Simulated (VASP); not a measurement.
# GeB4P (F-43m) in VASP: notebook

The runs below take GeB4P through single point, relaxation of cell and atoms, with PBE.

Everything below comes from runs of VASP 6.6.1. Logs are shortened: lines on timing, memory, paths and dates and some standing lists are left out, and cuts for length are marked.

### Step 1. The cell of the first run

Symmetry: F-43m, No. 216, cubic system. Conventional cell: a = 6.317 Å, b = 6.317 Å, c = 6.317 Å, α = 90.00°, β = 90.00°, γ = 90.00°. Within 3.4 Å of Ge (site symmetry -43m) lie 12 B at 2.58 Å and 4 P at 2.74 Å. Within 2.4 Å of B (site symmetry 3m) lie 3 B at 1.78 Å. P (site symmetry -43m) has 12 B at 2.68 Å and 4 Ge at 2.74 Å within 3.5 Å.

### Step 2. Single point, PBE

Contents of INCAR:

```
SYSTEM = GeB4P
  PREC = Accurate
  ENCUT = 520
  EDIFF = 1E-7
  ISMEAR = 0
  SIGMA = 0.1
  LREAL = .FALSE.
  LASPH = .TRUE.
  NELM = 80
  ALGO = Normal
  ISIF = 2
  LWAVE = .FALSE.
  LCHARG = .FALSE.
  GGA = PE
  NBANDS = 24
```

Contents of KPOINTS:

```
Automatic mesh
0
G
  4 4 4
  0 0 0
```

Contents of POSCAR:

```
GeB4P
1.0
    0.0000000000      3.1584010123      3.1584010123
    3.1584010123      0.0000000000      3.1584010123
    3.1584010123      3.1584010123      0.0000000000
Ge B P
1 4 1
Direct
    0.0000000000      0.0000000000      0.0000000000
    0.9518541744      0.3493819419      0.3493819419
    0.3493819419      0.3493819419      0.3493819419
    0.3493819419      0.9518541744      0.3493819419
    0.3493819419      0.3493819419      0.9518541744
    0.7500000000      0.7500000000      0.7500000000
```

Potentials or basis: VASP PAW PBE potentials, release 64 (Ge_d, B, P).

The run is started by

```bash
cat potpaw_PBE.64/Ge_d/POTCAR potpaw_PBE.64/B/POTCAR potpaw_PBE.64/P/POTCAR > POTCAR
mpirun -np 1 vasp_std > vasp.out
```

OUTCAR:

```text
SYSTEM = GeB4P
   PREC = Accurate
   ENCUT = 520
   EDIFF = 1E-7
   ISMEAR = 0
   LREAL = .FALSE.
   LASPH = .TRUE.
   NELM = 80
   ISIF = 2
   GGA = PE

 ion  position               nearest neighbor table
   1  0.000  0.000  0.000-   6 2.74   6 2.74   6 2.74   6 2.74
   2  0.952  0.349  0.349-   3 1.78   4 1.78   5 1.78
   3  0.349  0.349  0.349-   2 1.78   4 1.78   5 1.78
   4  0.349  0.952  0.349-   2 1.78   3 1.78   5 1.78
   5  0.349  0.349  0.952-   2 1.78   3 1.78   4 1.78
   6  0.750  0.750  0.750-   1 2.74   1 2.74   1 2.74   1 2.74

  LATTYP: Found a face centered cubic cell.
 ALAT       =     6.3168020246

  Lattice vectors:

 A1 = (   0.0000000000,   3.1584010123,   3.1584010123)
 A2 = (   3.1584010123,   0.0000000000,   3.1584010123)
 A3 = (   3.1584010123,   3.1584010123,   0.0000000000)

Analysis of symmetry for initial positions (statically):
=====================================================================
 Subroutine PRICEL returns:
 Original cell was already a primitive cell.

 Routine SETGRP: Setting up the symmetry group for a
 face centered cubic supercell.

 Subroutine GETGRP returns: Found 24 space group operations
 (whereof 24 operations were pure point group operations)
 out of a pool of 48 trial point group operations.

The static configuration has the point symmetry T_d .

Analysis of symmetry for dynamics (positions and initial velocities):
=====================================================================
 Subroutine PRICEL returns:
 Original cell was already a primitive cell.

 Routine SETGRP: Setting up the symmetry group for a
 face centered cubic supercell.

 Subroutine GETGRP returns: Found 24 space group operations
 (whereof 24 operations were pure point group operations)
 out of a pool of 48 trial point group operations.

The dynamic configuration has the point symmetry T_d .

 Subroutine INISYM returns: Found 24 space group operations
 (whereof 24 operations are pure point group operations),
 and found     1 'primitive' translations

----------------------------------------------------------------------------------------

                                     Primitive cell

  volume of cell :      63.0132

  direct lattice vectors                    reciprocal lattice vectors
     0.000000000  3.158401012  3.158401012    -0.158307953  0.158307953  0.158307953
     3.158401012  0.000000000  3.158401012     0.158307953 -0.158307953  0.158307953
     3.158401012  3.158401012  0.000000000     0.158307953  0.158307953 -0.158307953

  length of vectors
     4.466653547  4.466653547  4.466653547     0.274197418  0.274197418  0.274197418

  position of ions in fractional coordinates (direct lattice)
     0.000000000  0.000000000  0.000000000
     0.951854174  0.349381942  0.349381942
     0.349381942  0.349381942  0.349381942
     0.349381942  0.951854174  0.349381942
     0.349381942  0.349381942  0.951854174
     0.750000000  0.750000000  0.750000000

  ion indices of the primitive-cell ions
   primitive index   ion index
                 1           1
                 2           2
                 3           3
                 4           4
                 5           5
                 6           6

----------------------------------------------------------------------------------------

 KPOINTS: Automatic mesh

Automatic generation of k-mesh.
 Grid dimensions read from file:
 generate k-points for:    4    4    4

 Generating k-lattice:

  Cartesian coordinates                     Fractional coordinates (reciprocal lattice)
    -0.039576988  0.039576988  0.039576988     0.250000000  0.000000000  0.000000000
     0.039576988 -0.039576988  0.039576988     0.000000000  0.250000000  0.000000000
     0.039576988  0.039576988 -0.039576988     0.000000000  0.000000000  0.250000000

  Length of vectors
     0.068549355  0.068549355  0.068549355

  Shift w.r.t. Gamma in fractional coordinates (k-lattice)
     0.000000000  0.000000000  0.000000000

 Subroutine IBZKPT returns following result:
 ===========================================

 Found      8 irreducible k-points:

 Following reciprocal coordinates:
            Coordinates               Weight
  0.000000  0.000000  0.000000      1.000000
  0.250000  0.000000  0.000000      8.000000
  0.500000  0.000000  0.000000      4.000000
  0.250000  0.250000  0.000000      6.000000
  0.500000  0.250000  0.000000     24.000000
 -0.250000  0.250000  0.000000     12.000000
  0.500000  0.500000  0.000000      3.000000
 -0.250000  0.500000  0.250000      6.000000
   k-points           NKPTS =      8   k-points in BZ     NKDIM =      8   number of bands    NBANDS=     24
   number of dos      NEDOS =    301   number of ions     NIONS =      6
   total plane-waves  NPLWV =  46656
   dimension x,y,z NGX =    36 NGY =   36 NGZ =   36
   dimension x,y,z NGXF=    72 NGYF=   72 NGZF=   72
   ions per type =               1   4   1
   NGX,Y,Z   is equivalent  to a cutoff of  13.40, 13.40, 13.40 a.u.
   NGXF,Y,Z  is equivalent  to a cutoff of  26.80, 26.80, 26.80 a.u.
 SYSTEM =  GeB4P
   PREC   = accura    normal or accurate (medium, high low for compatibility)
   ISTART =      0    job   : 0-new  1-cont  2-samecut
   ICHARG =      2    charge: 1-file 2-atom 10-const
   ISPIN  =      1    spin polarized calculation?
   LNONCOLLINEAR =      F non collinear calculations
   LSORBIT =      F    spin-orbit coupling
   LASPH  =      T    aspherical Exc in radial PAW
   ENCUT  =  520.0 eV  38.22 Ry    6.18 a.u.   8.31  8.31  8.31*2*pi/ulx,y,z
   NELM   =     80;   NELMIN=  2; NELMDL= -5     # of ELM steps
   EDIFF  = 0.1E-06   stopping-criterion for ELM
   LREAL  =      F    real-space projection
   EDIFFG = 0.1E-05   stopping-criterion for IOM
   NSW    =      0    number of steps for IOM
   IBRION =     -1    ionic relax: 0-MD 1-quasi-New 2-CG
   NFREE  =      0    steps in history (QN), initial steepest desc. (CG)
   ISIF   =      2    stress and relaxation
   ISYM   =      2    0-nonsym 1-usesym 2-fastsym
   POTIM  = 0.5000    time-step for ionic-motion
   TEBEG  =    0.0;   TEEND  =   0.0 temperature during run
   PSTRESS=    0.0 pullay stress
   NELECT =      31.0000    total number of electrons
   NUPDOWN=      -1.0000    fix difference up-down
   EMIN   =  10.00;   EMAX   =-10.00  energy-range for DOS
   EFERMI =   0.00;   METHOD = LEGACY
   ISMEAR =     0;   SIGMA  =   0.10  broadening in eV -4-tet -1-fermi 0-gaus
   EFERMI_NEDOS =   21; number of points for ismear=-14 and -15
   IALGO  =     38    algorithm
   IMIX   =      4    mixing-type and parameters
     AMIX     =   0.40;   BMIX     =  1.00
     AMIX_MAG =   1.60;   BMIX_MAG =  1.00
  volume/ion in A,a.u.               =      10.50        70.87
  Fermi-wavevector in a.u.,A,eV,Ry     =   1.292364  2.442214 22.724509  1.670204
  Thomas-Fermi vector in A             =   2.424076
   LORBIT       =      0    0 simple, 1 ext, 2 COOP (PROOUT), +10 PAW based schemes
   GGA     = PE    functional components
   LHFCALC =     F    Hartree Fock is set to
   AEXX    =    0.0000 exact exchange contribution
   IVDW    =     0    specifies the selected vdW correction
   LEPSILON=     F    determine dielectric tensor
   LRPA    =     F    only Hartree local field effects (RPA)
 non-spin polarized calculation
 Gauss-broadening in eV      SIGMA  =   0.10
  energy-cutoff  :      520.00
  volume of cell :       63.01
 maximum number of plane-waves:      1708
 NGX is ok and might be reduce to    36
   NGX = 17   NGY = 17   NGZ = 17

 number of electron      30.9999995 magnetization

 Free energy of the ion-electron system (eV)
  ---------------------------------------------------
  ext. energy  EPLUGINS =         0.00000000
  ---------------------------------------------------
  free energy    TOTEN  =       -27.20220448 eV

  energy without entropy =      -27.18818106  energy(sigma->0) =      -27.19519277

 E-fermi :   7.7282     XC(G=0): -11.6767

 val. band max:        7.6467031966   @ k =   0.5000   0.5000   0.0000
 cond. band min:       7.7623307113   @ k =  -0.2500   0.2500   0.0000
 fundamental gap:      0.1156275147
 Fermi energy:         7.7281635618

 k-point     1 :       0.0000    0.0000    0.0000
  band No.  band energies     occupation
      1     -17.1978      2.00000
      2     -17.1978      2.00000
      3     -17.1978      2.00000
      4     -17.1877      2.00000
      5     -17.1877      2.00000
      6      -8.1773      2.00000
[... 16 lines left out ...]
     23      14.2258      0.00000
     24      16.6358      0.00000

 k-point     2 :       0.2500    0.0000    0.0000
  band No.  band energies     occupation
      1     -17.1980      2.00000
      2     -17.1967      2.00000
      3     -17.1967      2.00000
      4     -17.1874      2.00000
      5     -17.1874      2.00000
      6      -7.6216      2.00000
[... 16 lines left out ...]
     23      12.6183      0.00000
     24      15.9866      0.00000

 k-point     3 :       0.5000    0.0000    0.0000
  band No.  band energies     occupation
      1     -17.1981      2.00000
      2     -17.1957      2.00000
      3     -17.1957      2.00000
      4     -17.1869      2.00000
      5     -17.1869      2.00000
      6      -6.4399      2.00000
[... 16 lines left out ...]
     23      13.0772      0.00000
     24      16.1112      0.00000

 k-point     4 :       0.2500    0.2500    0.0000
  band No.  band energies     occupation
      1     -17.1996      2.00000
      2     -17.1953      2.00000
      3     -17.1953      2.00000
      4     -17.1883      2.00000
      5     -17.1867      2.00000
      6      -7.4450      2.00000
[... 16 lines left out ...]
     23      12.5305      0.00000
     24      13.9087      0.00000

 k-point     5 :       0.5000    0.2500    0.0000
  band No.  band energies     occupation
      1     -17.1990      2.00000
      2     -17.1950      2.00000
      3     -17.1942      2.00000
      4     -17.1881      2.00000
      5     -17.1864      2.00000
      6      -6.3655      2.00000
[... 16 lines left out ...]
     23      13.2803      0.00000
     24      14.4475      0.00000

 k-point     6 :      -0.2500    0.2500    0.0000
  band No.  band energies     occupation
      1     -17.1972      2.00000
      2     -17.1965      2.00000
      3     -17.1953      2.00000
      4     -17.1874      2.00000
      5     -17.1872      2.00000
      6      -6.7676      2.00000
[... 16 lines left out ...]
     23      12.7976      0.00000
     24      14.4357      0.00000

 k-point     7 :       0.5000    0.5000    0.0000
  band No.  band energies     occupation
      1     -17.2013      2.00000
      2     -17.1928      2.00000
      3     -17.1928      2.00000
      4     -17.1891      2.00000
      5     -17.1856      2.00000
      6      -6.0928      2.00000
[... 16 lines left out ...]
     23      12.0122      0.00000
     24      13.5280      0.00000

 k-point     8 :      -0.2500    0.5000    0.2500
  band No.  band energies     occupation
      1     -17.1974      2.00000
      2     -17.1969      2.00000
      3     -17.1928      2.00000
      4     -17.1882      2.00000
      5     -17.1865      2.00000
      6      -5.8687      2.00000
[... 16 lines left out ...]
     23      13.5785      0.00000
     24      13.6439      0.00000

------------------------ aborting loop because EDIFF is reached ----------------------------------------

  FORCE on cell =-STRESS in cart. coord.  units (eV):
  Direction    XX          YY          ZZ          XY          YZ          ZX
  --------------------------------------------------------------------------------------
  -------------------------------------------------------------------------------------
  Total       -0.1103312     -0.1103312     -0.1103312      0.0000000     -0.0000000      0.0000000
  in kB       -2.8052869     -2.8052869     -2.8052869      0.0000000     -0.0000000      0.0000000
  external PRESSURE =      -2.8052869 kB  Pullay stress =       0.0000000 kB

 VOLUME and BASIS-vectors are now :
 -----------------------------------------------------------------------------
  energy-cutoff  :      520.00
  volume of cell :       63.01
      direct lattice vectors                 reciprocal lattice vectors
     0.000000000  3.158401012  3.158401012    -0.158307953  0.158307953  0.158307953
     3.158401012  0.000000000  3.158401012     0.158307953 -0.158307953  0.158307953
     3.158401012  3.158401012  0.000000000     0.158307953  0.158307953 -0.158307953

 POSITION                                       TOTAL-FORCE (eV/Angst)
 -----------------------------------------------------------------------------------
      0.00000      0.00000      0.00000         0.000000      0.000000     -0.000000
      2.20698      4.10983      4.10983        -0.000407      0.000407      0.000407
      2.20698      2.20698      2.20698        -0.000407     -0.000407     -0.000407
      4.10983      2.20698      4.10983         0.000407     -0.000407      0.000407
      4.10983      4.10983      2.20698         0.000407      0.000407     -0.000407
      4.73760      4.73760      4.73760         0.000000      0.000000     -0.000000
 -----------------------------------------------------------------------------------
    total drift:                               -0.000000     -0.000000     -0.000000

  FREE ENERGIE OF THE ION-ELECTRON SYSTEM (eV)
  ---------------------------------------------------
  free  energy   TOTEN  =       -27.2022044799 eV

  energy  without entropy=      -27.1881810649  energy(sigma->0) =      -27.19519277
```

Wall time 27 s (1 thread of AMD EPYC 7R43 (Zen 3), shared host); peak memory 0.17 GiB.

Results:

```
Free energy : -27.2022 eV
Pressure    : -0.3 GPa
```

Levels at points of the mesh, in eV from the Fermi level:
```tsv
k point	band 14	band 15	band 16	band 17	band 18	band 19
(0.00, 0.00, 0.00)	-3.64	-3.04	-1.85	-1.85	-1.17	-1.17
(0.50, 0.00, 0.00)	-1.09	-0.32	0.49	0.49	1.80	1.80
(0.50, 0.50, 0.00)	-0.19	-0.19	-0.08	1.22	2.00	2.19
```

Caveat: the k points lie up to 0.43 Å⁻¹ apart.

### Step 3. Relaxation of cell and atoms, PBE

This run uses another cell than the first one, of 12.60 Å³/atom, 1.199 times its volume.

Contents of INCAR:

```
PREC = Accurate
ENCUT = 600
EDIFF = 1E-6
ISMEAR = 0
SIGMA = 0.1
LREAL = False
LASPH = True
NELM = 80
ALGO = Normal
ISIF = 3
LWAVE = False
LCHARG = False
GGA = PE
IBRION = 2
NSW = 90
EDIFFG = -0.04
```

Contents of KPOINTS:

```
regular mesh
0
Gamma
  4 4 4
```

Contents of POSCAR:

```
GeB4P
1.0
    0.0000000000      3.3556299400      3.3556299400
    3.3556299400      0.0000000000      3.3556299400
    3.3556299400      3.3556299400      0.0000000000
Ge B P
1 4 1
Direct
    0.0000000000      0.0000000000      0.0000000000
    0.8746958400      0.3751013900      0.3751013900
    0.3751013900      0.3751013900      0.3751013900
    0.3751013900      0.8746958400      0.3751013900
    0.3751013900      0.3751013900      0.8746958400
    0.7500000000      0.7500000000      0.7500000000
```

Potentials or basis: VASP PAW PBE potentials, release 64 (Ge_d, B, P).

The run is started by

```bash
cat potpaw_PBE.64/Ge_d/POTCAR potpaw_PBE.64/B/POTCAR potpaw_PBE.64/P/POTCAR > POTCAR
mpirun -np 1 vasp_std > vasp.out
```

It took 7.6 min on 1 thread of AMD EPYC 7R43 (Zen 3), shared host; peak memory 0.22 GiB.

The run converged. Its results:

| Property | Result |
| --- | --- |
| Free energy | -27.1725 eV |
| Relaxed volume | 10.49 Å³/atom |
| Relaxed cell | a = 4.464 Å, b = 4.464 Å, c = 4.464 Å, α = 60.00°, β = 60.00°, γ = 60.00° |
| Space group after relaxing (to 0.05 Å) | F-43m (No. 216) |
| Energy gained by relaxing | 291.8 meV/atom |
| Ionic steps | 27 |
| Pressure after relaxing | -0.1 GPa |
| Largest force after relaxing | 0.009 eV/Å |

Forces on the atoms (eV/Å):
```
Ge   0.000  0.000  0.000
B   -0.005  0.005  0.005
B   -0.005 -0.005 -0.005
B    0.005 -0.005  0.005
B    0.005  0.005 -0.005
P    0.000  0.000  0.000
```

The path:
| step | energy change (eV) | largest force (eV/Å) | pressure (GPa) | volume (Å³) |
| --- | --- | --- | --- | --- |
| 1 | 0.0000 | 0.0403 | -21.40 | 75.57 |
| 2 | -1.5360 | 0.0587 | -2.90 | 58.62 |
| 3 | -1.5472 | 0.0821 | -0.14 | 57.43 |
| 4 | -1.5466 | 0.0878 | 0.73 | 57.10 |
| 5 | -1.5487 | 0.0930 | -0.33 | 57.46 |
| 6 | -1.5489 | 0.0949 | -0.52 | 57.57 |
| 7 | -1.5511 | 0.1080 | -0.51 | 57.56 |
| 8 | -1.5592 | 0.1379 | -0.41 | 57.54 |
| 9 | -1.5790 | 0.1570 | 0.18 | 57.48 |
| 10 | -1.6103 | 0.0863 | 2.52 | 57.38 |
| 11 | -1.5736 | 0.6820 | 12.00 | 57.18 |
| 12 | -1.6137 | 0.0547 | 3.08 | 57.36 |
| 13 | -1.6167 | 0.0834 | 3.83 | 57.34 |
| 14 | -1.6414 | 0.0656 | 6.49 | 57.26 |
| 15 | -1.6320 | 0.2143 | 4.54 | 57.30 |
| 16 | -1.6421 | 0.0483 | 5.87 | 57.27 |
| 17 | -1.6645 | 0.1254 | 4.10 | 57.99 |
| 18 | -1.6874 | 0.2987 | -0.05 | 59.83 |
| 19 | -1.6935 | 0.2630 | -0.06 | 59.98 |
| 20 | -1.7092 | 0.2224 | 0.28 | 60.44 |
| 21 | -1.7399 | 0.1133 | 1.26 | 61.37 |
| 22 | -1.6275 | 1.4544 | 4.98 | 63.25 |
| 23 | -1.7439 | 0.0035 | 1.62 | 61.59 |
| 24 | -1.7446 | 0.0869 | 1.87 | 61.74 |
| 25 | -1.7495 | 0.1044 | 0.71 | 62.72 |
| 26 | -1.7496 | 0.1094 | 0.50 | 62.87 |
| 27 | -1.7506 | 0.0086 | -0.07 | 62.91 |

Final structure:
```
Ge B P
1.0
     0.00000    3.15670    3.15670
     3.15670    0.00000    3.15670
     3.15670    3.15670    0.00000
Ge B P
1 4 1
Cartesian
  0.0000 0.0000 0.0000
  2.2058 4.1075 4.1075
  2.2058 2.2058 2.2058
  4.1075 2.2058 4.1075
  4.1075 4.1075 2.2058
  4.7350 4.7350 4.7350
```

Levels at points of the mesh, in eV from the Fermi level:
```
           k point  band 14  band 15  band 16  band 17  band 18  band 19
(0.00, 0.00, 0.00)    -3.66    -3.06    -1.87    -1.87    -1.18    -1.18
(0.50, 0.00, 0.00)    -1.10    -0.34     0.48     0.48     1.79     1.79
(0.50, 0.50, 0.00)    -0.20    -0.20    -0.10     1.21     2.18     2.18
```

Caveat: the k points lie up to 0.43 Å⁻¹ apart in the final cell; the volume moved by over 15 % at a fixed basis, so the end points are rough; the bands computed are all filled at some k points, so no gap is given.
